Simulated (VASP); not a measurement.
# La3AsPt2 (P6/mmm) in VASP: a series of runs

La3AsPt2 is run at these levels: PBE; tasks: single point, relaxation of cell and atoms.

Everything below comes from runs of VASP 6.6.1. Logs are shortened: lines on timing, memory, paths and dates and some standing lists are left out, and cuts for length are marked.

## 1. The cell of the first run

Symmetry: P6/mmm, No. 191, hexagonal system. Conventional cell: a = 6.634 Å, b = 6.634 Å, c = 3.590 Å, α = 90.00°, β = 90.00°, γ = 120.00°. Within 3.6 Å of La (site symmetry mmm) lie 4 Pt at 2.62 Å and 6 La at 3.32 to 3.59 Å. Within 4.7 Å of As (site symmetry 6/mmm) lie 2 As at 3.59 Å and 12 La at 3.77 Å and 6 Pt at 3.83 Å. Within 3.6 Å of Pt (site symmetry -6m2) lie 6 La at 2.62 Å and 2 Pt at 3.59 Å.

The cell was generated, and may not be a known phase.

## 2. Single point, PBE

INCAR

```
  ALGO = Fast
  EDIFF = 1E-6
  ENCUT = 520
  GGA = PE
  ISIF = 2
  ISMEAR = 0
  LASPH = True
  LCHARG = False
  LREAL = False
  LWAVE = False
  NBANDS = 38
  NELM = 80
  PREC = Accurate
  SIGMA = 0.1
```

KPOINTS

```
k-points
0
Gamma
  3 3 6
```

POSCAR

```
La3AsPt2
1.0
    6.6336126000      0.0000000000      0.0000000000
   -3.3168063000      5.7448770300      0.0000000000
    0.0000000000      0.0000000000      3.5898568200
La As Pt
3 1 2
Direct
    0.5000000000      0.0000000000      0.5000000000
    0.5000000000      0.5000000000      0.5000000000
    0.0000000000      0.5000000000      0.5000000000
    0.0000000000      0.0000000000      0.0000000000
    0.3333333300      0.6666666700      0.0000000000
    0.6666666700      0.3333333300      0.0000000000
```

Potentials or basis: VASP PAW PBE potentials, release 64 (La, As, Pt).

On the command line:

```console
$ cat potpaw_PBE.64/La/POTCAR potpaw_PBE.64/As/POTCAR potpaw_PBE.64/Pt/POTCAR > POTCAR
$ mpirun -np 1 vasp_std > vasp.out
```

OUTCAR:

```text
EDIFF = 1E-6
   ENCUT = 520
   GGA = PE
   ISIF = 2
   ISMEAR = 0
   LASPH = True
   LREAL = False
   NELM = 80
   PREC = Accurate

 ion  position               nearest neighbor table
   1  0.500  0.000  0.500-   5 2.62   6 2.62   5 2.62   6 2.62   2 3.32   3 3.32   2 3.32   3 3.32

   2  0.500  0.500  0.500-   5 2.62   6 2.62   5 2.62   6 2.62   1 3.32   1 3.32   3 3.32   3 3.32

   3  0.000  0.500  0.500-   5 2.62   6 2.62   5 2.62   6 2.62   1 3.32   1 3.32   2 3.32   2 3.32

   4  0.000  0.000  0.000-
   5  0.333  0.667  0.000-   1 2.62   1 2.62   3 2.62   3 2.62   2 2.62   2 2.62
   6  0.667  0.333  0.000-   1 2.62   1 2.62   3 2.62   3 2.62   2 2.62   2 2.62

  LATTYP: Found a hexagonal cell.
 ALAT       =     6.6336126000
 C/A-ratio  =     0.5411616620

  Lattice vectors:

 A1 = (   6.6336126000,   0.0000000000,   0.0000000000)
 A2 = (  -3.3168063000,   5.7448770300,   0.0000000000)
 A3 = (   0.0000000000,   0.0000000000,   3.5898568200)

Analysis of symmetry for initial positions (statically):
=====================================================================
 Subroutine PRICEL returns:
 Original cell was already a primitive cell.

 Routine SETGRP: Setting up the symmetry group for a
 hexagonal supercell.

 Subroutine GETGRP returns: Found 24 space group operations
 (whereof 24 operations were pure point group operations)
 out of a pool of 24 trial point group operations.

The static configuration has the point symmetry D_6h.

Analysis of symmetry for dynamics (positions and initial velocities):
=====================================================================
 Subroutine PRICEL returns:
 Original cell was already a primitive cell.

 Routine SETGRP: Setting up the symmetry group for a
 hexagonal supercell.

 Subroutine GETGRP returns: Found 24 space group operations
 (whereof 24 operations were pure point group operations)
 out of a pool of 24 trial point group operations.

The dynamic configuration has the point symmetry D_6h.

 Subroutine INISYM returns: Found 24 space group operations
 (whereof 24 operations are pure point group operations),
 and found     1 'primitive' translations

----------------------------------------------------------------------------------------

                                     Primitive cell

  volume of cell :     136.8069

  direct lattice vectors                    reciprocal lattice vectors
     6.633612600  0.000000000  0.000000000     0.150747422  0.087034065  0.000000000
    -3.316806300  5.744877030  0.000000000     0.000000000  0.174068130  0.000000000
     0.000000000  0.000000000  3.589856820     0.000000000  0.000000000  0.278562642

  length of vectors
     6.633612600  6.633612600  3.589856820     0.174068130  0.174068130  0.278562642

  position of ions in fractional coordinates (direct lattice)
     0.500000000  0.000000000  0.500000000
     0.500000000  0.500000000  0.500000000
     1.000000000  0.500000000  0.500000000
     0.000000000  0.000000000  0.000000000
     0.333333330  0.666666670  0.000000000
     0.666666670  0.333333330  0.000000000

  ion indices of the primitive-cell ions
   primitive index   ion index
                 1           1
                 2           2
                 3           3
                 4           4
                 5           5
                 6           6

----------------------------------------------------------------------------------------

 KPOINTS: k-points

Automatic generation of k-mesh.
 Grid dimensions read from file:
 generate k-points for:    3    3    6

 Generating k-lattice:

  Cartesian coordinates                     Fractional coordinates (reciprocal lattice)
     0.050249141  0.029011355  0.000000000     0.333333333  0.000000000  0.000000000
     0.000000000  0.058022710  0.000000000     0.000000000  0.333333333  0.000000000
     0.000000000  0.000000000  0.046427107     0.000000000  0.000000000  0.166666667

  Length of vectors
     0.058022710  0.058022710  0.046427107

  Shift w.r.t. Gamma in fractional coordinates (k-lattice)
[... 57 lines left out ...]
      1     -22.4178      2.00000
      2     -22.4178      2.00000
      3     -22.1949      2.00000
      4      -7.6420      2.00000
      5      -7.6420      2.00000
      6      -6.6268      2.00000
[... 30 lines left out ...]
     37      12.5784      0.00000
     38      12.6085      0.00000

 k-point     7 :       0.0000    0.0000    0.3333
  band No.  band energies     occupation
      1     -22.5230      2.00000
      2     -22.1589      2.00000
      3     -22.1589      2.00000
      4      -8.3209      2.00000
      5      -7.3916      2.00000
      6      -7.0874      2.00000
[... 30 lines left out ...]
     37      12.5592      0.00000
     38      12.6525      0.00000

 k-point     8 :       0.3333   -0.0000    0.3333
  band No.  band energies     occupation
      1     -22.4496      2.00000
      2     -22.2399      2.00000
      3     -22.1596      2.00000
      4      -7.9866      2.00000
      5      -7.3405      2.00000
      6      -7.0085      2.00000
[... 30 lines left out ...]
     37      12.4086      0.00000
     38      12.6811      0.00000

 k-point     9 :       0.3333    0.3333    0.3333
  band No.  band energies     occupation
      1     -22.3465      2.00000
      2     -22.3465      2.00000
      3     -22.1602      2.00000
      4      -7.5352      2.00000
      5      -7.5352      2.00000
      6      -7.0263      2.00000
[... 30 lines left out ...]
     37      12.1863      0.00000
     38      12.4491      0.00000

 k-point    10 :       0.0000    0.0000    0.5000
  band No.  band energies     occupation
      1     -22.4700      2.00000
      2     -22.1413      2.00000
      3     -22.1413      2.00000
      4      -8.1090      2.00000
      5      -7.7569      2.00000
      6      -7.1281      2.00000
[... 30 lines left out ...]
     37      12.6130      0.00000
     38      12.6558      0.00000

 k-point    11 :       0.3333   -0.0000    0.5000
  band No.  band energies     occupation
      1     -22.4035      2.00000
      2     -22.2142      2.00000
      3     -22.1420      2.00000
      4      -7.8119      2.00000
      5      -7.6088      2.00000
      6      -7.1749      2.00000
[... 30 lines left out ...]
     37      12.4083      0.00000
     38      12.6489      0.00000

 k-point    12 :       0.3333    0.3333    0.5000
  band No.  band energies     occupation
      1     -22.3102      2.00000
      2     -22.3102      2.00000
      3     -22.1427      2.00000
      4      -7.3978      2.00000
      5      -7.3978      2.00000
      6      -7.3836      2.00000
[... 30 lines left out ...]
     37      11.9061      0.00000
     38      12.7449      0.00000

------------------------ aborting loop because EDIFF is reached ----------------------------------------

  FORCE on cell =-STRESS in cart. coord.  units (eV):
  Direction    XX          YY          ZZ          XY          YZ          ZX
  --------------------------------------------------------------------------------------
  -------------------------------------------------------------------------------------
  Total       27.2371074     27.2371074     42.0255467      0.0000000      0.0000000      0.0000000
  in kB      318.9801047    318.9801046    492.1709592      0.0000000      0.0000000      0.0000000
  external PRESSURE =     376.7103895 kB  Pullay stress =       0.0000000 kB

 VOLUME and BASIS-vectors are now :
 -----------------------------------------------------------------------------
  energy-cutoff  :      520.00
  volume of cell :      136.81
      direct lattice vectors                 reciprocal lattice vectors
     6.633612600  0.000000000  0.000000000     0.150747422  0.087034065  0.000000000
    -3.316806300  5.744877030  0.000000000     0.000000000  0.174068130  0.000000000
     0.000000000  0.000000000  3.589856820     0.000000000  0.000000000  0.278562642

 POSITION                                       TOTAL-FORCE (eV/Angst)
 -----------------------------------------------------------------------------------
      3.31681      0.00000      1.79493         0.000000      0.000000      0.000000
      1.65840      2.87244      1.79493         0.000000      0.000000      0.000000
     -1.65840      2.87244      1.79493         0.000000      0.000000      0.000000
      0.00000      0.00000      0.00000         0.000000      0.000000      0.000000
     -0.00000      3.82992      0.00000        -0.000000      0.000000     -0.000000
      3.31681      1.91496      0.00000         0.000000     -0.000000      0.000000
 -----------------------------------------------------------------------------------
    total drift:                               -0.000000      0.000000      0.000000

  FREE ENERGIE OF THE ION-ELECTRON SYSTEM (eV)
  ---------------------------------------------------
  free  energy   TOTEN  =       -30.0981291725 eV

  energy  without entropy=      -30.0684851512  energy(sigma->0) =      -30.08330716
```

Wall time 9.8 min (1 thread of Oxide Virtual Turin-like, shared host); peak memory 0.27 GiB.

Results:

```
Free energy            : -30.0981 eV
Pressure               : 37.7 GPa
Band gap on the k mesh : zero (bands 29 and 30 overlap by 1.47 eV)
```

Stress tensor (GPa, compression positive):
```
31.90  0.00  0.00
 0.00 31.90  0.00
 0.00  0.00 49.22
```

Levels at points of the mesh, in eV from the Fermi level:
```tsv
k point	band 26	band 27	band 28	band 29	band 30	band 31	band 32	band 33
(0.00, 0.00, 0.00)	-1.84	-1.64	-1.64	-0.34	-0.22	0.39	1.16	1.25
(0.00, 0.00, 0.50)	-3.04	-2.51	-2.51	-0.64	0.29	0.29	1.51	2.08
```

Caveat: the k points lie up to 0.36 Å⁻¹ apart, too coarse for converged energies and pressures of a metal; spin-orbit coupling is left out, which moves the levels of the heavy elements.

## 3. Single point, PBE

This run uses another cell than the first one, of 32.06 Å³/atom.

INCAR

```
PREC     = Accurate       # precision mode
ENCUT    = 520            # plane-wave cutoff, eV
EDIFF    = 1E-6           # SCF threshold, eV
ISMEAR   = 0              # smearing method
SIGMA    = 0.1            # smearing width, eV
LREAL    = F              # projectors in reciprocal space
LASPH    = T              # aspherical terms in the spheres
NELM     = 100            # most SCF steps
ALGO     = Fast           # electronic algorithm
ISIF     = 2              # what is computed and relaxed
LWAVE    = F              # write WAVECAR
LCHARG   = F              # write CHGCAR
GGA      = PE             # functional
NBANDS   = 38             # bands
```

KPOINTS

```
Automatic mesh
0
Gamma
  3 3 6
```

POSCAR

```
La3AsPt2
1.0
    7.4691144169      0.0000000000      0.0000000000
   -3.7345572085      6.4684428288      0.0000000000
    0.0000000000      0.0000000000      3.9812344533
La As Pt
3 1 2
Direct
    0.5000000000      0.0000000000      0.5000000000
    0.5000000000      0.5000000000      0.5000000000
    0.0000000000      0.5000000000      0.5000000000
    0.0000000000      0.0000000000      0.0000000000
    0.3333333333      0.6666666667      0.0000000000
    0.6666666667      0.3333333333      0.0000000000
```

Potentials or basis: VASP PAW PBE potentials, release 64 (La, As, Pt).

On the command line:

```console
$ cat potpaw_PBE.64/La/POTCAR potpaw_PBE.64/As/POTCAR potpaw_PBE.64/Pt/POTCAR > POTCAR
$ mpirun -np 1 vasp_std > vasp.out
```

It took 9.2 min on 1 thread of Oxide Virtual Turin-like, shared host; peak memory 0.33 GiB.

Results (log left out):

- Free energy: -34.9235 eV
- Pressure: 0.0 GPa
- Band gap on the k mesh: zero (bands 29 and 30 overlap by 1.06 eV)

Stress tensor (GPa, compression positive):
```
 0.06  0.00  0.00
 0.00  0.06  0.00
 0.00  0.00 -0.02
```

Levels at points of the mesh, in eV from the Fermi level:
```csv
k point,band 26,band 27,band 28,band 29,band 30,band 31,band 32,band 33
"(0.00, 0.00, 0.00)",-1.37,-1.37,-1.08,-1.08,0.14,0.27,0.99,1.48
"(0.00, 0.00, 0.50)",-2.07,-1.96,-1.51,-1.51,0.66,0.66,1.29,1.31
```

Caveat: spin-orbit coupling is left out, which moves the levels of the heavy elements.

## 4. Relaxation of cell and atoms, PBE

INCAR

```
SYSTEM = La3AsPt2
ALGO = Normal
EDIFF = 1E-6
EDIFFG = -0.04
ENCUT = 600
GGA = PE
IBRION = 2
ISIF = 3
ISMEAR = 0
LASPH = .TRUE.
LCHARG = .FALSE.
LREAL = .FALSE.
LWAVE = .FALSE.
NELM = 60
NSW = 90
PREC = Accurate
SIGMA = 0.1
```

KPOINTS

```
k-points
0
G
  3 3 6
  0 0 0
```

POSCAR

```
La3AsPt2
1.0
    6.6336126000      0.0000000000      0.0000000000
   -3.3168063000      5.7448770300      0.0000000000
    0.0000000000      0.0000000000      3.5898568200
La As Pt
3 1 2
Direct
    0.5000000000      0.0000000000      0.5000000000
    0.5000000000      0.5000000000      0.5000000000
    0.0000000000      0.5000000000      0.5000000000
    0.0000000000      0.0000000000      0.0000000000
    0.3333333300      0.6666666700      0.0000000000
    0.6666666700      0.3333333300      0.0000000000
```

On the command line:

```console
$ cat potpaw_PBE.64/La/POTCAR potpaw_PBE.64/As/POTCAR potpaw_PBE.64/Pt/POTCAR > POTCAR
$ mpirun -np 1 vasp_std > vasp.out
```

Wall time 27 min (1 thread of Oxide Virtual Turin-like, shared host); peak memory 0.32 GiB.

Results (log left out):

```yaml
Free_energy: -34.9132 eV
Relaxed_volume: 32.13 Å³/atom
Relaxed_cell: a = 7.484 Å, b = 7.484 Å, c = 3.974 Å, α = 90.00°, β = 90.00°, γ = 120.00°
Space_group_after_relaxing_to_0.1_Å: P6/mmm (No. 191)
Energy_gained_by_relaxing: 802.1 meV/atom
Ionic_steps: 11
Pressure_after_relaxing: 0.0 GPa
Band_gap_on_the_k_mesh: zero (bands 29 and 30 overlap by 1.05 eV)
```

Step by step:
```
step  energy change (eV)  largest force (eV/Å)  pressure (GPa)  volume (Å³)
   1              0.0000                0.0000           37.70       136.81
   2             -0.9121                0.0000           -9.64       272.12
   3             -4.7275                0.0000           -0.81       191.37
   4             -4.7392                0.0000           -0.08       188.94
   5             -4.7405                0.0000            0.32       187.68
   6             -4.7883                0.0000            0.26       189.46
   7             -4.8103                0.0000            0.21       191.33
   8             -4.8123                0.0000            0.19       192.04
   9             -4.8123                0.0000            0.18       192.12
  10             -4.8123                0.0000           -0.19       193.39
  11             -4.8127                0.0000            0.00       192.76
```

Final structure:
```cif
data_structure
_symmetry_space_group_name_H-M 'P 1'
_symmetry_Int_Tables_number 1
_cell_length_a 7.4840
_cell_length_b 7.4840
_cell_length_c 3.9739
_cell_angle_alpha 90.000
_cell_angle_beta 90.000
_cell_angle_gamma 120.000
_cell_volume 192.76
loop_
_atom_site_label
_atom_site_type_symbol
_atom_site_fract_x
_atom_site_fract_y
_atom_site_fract_z
_atom_site_occupancy
La1 La 0.50000 0.00000 0.50000 1
La2 La 0.50000 0.50000 0.50000 1
La3 La 0.00000 0.50000 0.50000 1
As1 As 0.00000 0.00000 0.00000 1
Pt1 Pt 0.33333 0.66667 0.00000 1
Pt2 Pt 0.66667 0.33333 0.00000 1
```

Levels at points of the mesh, in eV from the Fermi level:
```tsv
k point	band 27	band 28	band 29	band 30	band 31	band 32
(0.00, 0.00, 0.00)	-1.37	-1.08	-1.08	0.17	0.27	1.01
(0.00, 0.00, 0.50)	-1.95	-1.51	-1.51	0.68	0.68	1.13
```

Caveat: the k points lie up to 0.32 Å⁻¹ apart in the final cell, too coarse for converged energies and pressures of a metal; the volume moved by over 15 % at a fixed basis, so the end points are rough; spin-orbit coupling is left out, which moves the levels of the heavy elements.

## 5. Single point, PBE

This run uses another cell than the first one, of 32.26 Å³/atom.

INCAR

```
SYSTEM = La3AsPt2
PREC = Accurate ; ENCUT = 520
EDIFF = 1E-6 ; ISMEAR = 0
SIGMA = 0.1 ; LREAL = .False.
LASPH = .True. ; NELM = 80
ALGO = Fast ; ISIF = 2
LWAVE = .False. ; LCHARG = .False.
GGA = PE ; NBANDS = 38
```

KPOINTS

```
regular mesh
0
Gamma
  6 6 10
  0 0 0
```

POSCAR

```
La3AsPt2
1.0
    7.5503375370      0.0000000000      0.0000000000
   -3.7751687685      6.5387841142      0.0000000000
    0.0000000000      0.0000000000      3.9202294035
La As Pt
3 1 2
Direct
    0.5000000000      0.0000000000      0.5000000000
    0.5000000000      0.5000000000      0.5000000000
    0.0000000000      0.5000000000      0.5000000000
    0.0000000000      0.0000000000      0.0000000000
    0.3333333333      0.6666666667      0.0000000000
    0.6666666667      0.3333333333      0.0000000000
```

On the command line:

```console
$ cat potpaw_PBE.64/La/POTCAR potpaw_PBE.64/As/POTCAR potpaw_PBE.64/Pt/POTCAR > POTCAR
$ mpirun -np 1 vasp_std > vasp.out
```

It took 36 min on 1 thread of Oxide Virtual Turin-like, shared host; peak memory 0.5 GiB.

The run converged. Its results:

```
Free energy            : -34.9759 eV
Pressure               : -0.1 GPa
Band gap on the k mesh : zero (bands 29 and 30 overlap by 0.92 eV)
```

Levels at points of the mesh, in eV from the Fermi level:
```csv
k point,band 25,band 26,band 27,band 28,band 29,band 30,band 31,band 32,band 33,band 34
"(0.00, 0.00, 0.00)",-1.77,-1.37,-1.37,-1.17,-1.17,0.27,0.37,0.98,1.51,1.54
"(0.50, 0.00, 0.00)",-2.93,-1.95,-1.41,0.29,0.34,0.48,0.87,0.90,1.08,1.20
"(0.00, 0.00, 0.50)",-2.47,-2.10,-1.87,-1.53,-1.53,0.76,0.79,1.14,1.43,1.65
"(0.50, 0.00, 0.50)",-2.77,-1.97,-0.95,-0.81,-0.44,-0.13,0.31,0.49,0.54,1.18
```

Caveat: spin-orbit coupling is left out, which moves the levels of the heavy elements.

## 6. Summary

```tsv
task	cell	k mesh	cutoff (eV)	gap on the mesh (eV)	pressure (GPa)
single point	a = 6.634, b = 6.634, c = 3.590 Å, angles 90.0, 90.0, 120.0°, 6 atoms	3 × 3 × 6	520	none	37.7
single point	a = 7.469, b = 7.469, c = 3.981 Å, angles 90.0, 90.0, 120.0°, 6 atoms	3 × 3 × 6	520	none	0.0
relaxation of cell and atoms	relaxed from a = 6.634, b = 6.634, c = 3.590 Å, angles 90.0, 90.0, 120.0°, 6 atoms	3 × 3 × 6	600	none	0.0
single point	a = 7.550, b = 7.550, c = 3.920 Å, angles 90.0, 90.0, 120.0°, 6 atoms	6 × 6 × 10	520	none	-0.1
```

Alike in all rows: level PBE; potentials or basis VASP PAW PBE potentials, release 64 (La, As, Pt); no spin polarisation; smearing gaussian 0.1 eV.

Caveats: some runs use coarse meshes; spin-orbit coupling is left out, which moves the levels of the heavy elements; the volume moved by over 15 % at a fixed basis, so the end points are rough (at least some runs).

Total energies depend on the potentials used, so only differences within one code and one set of settings carry meaning.
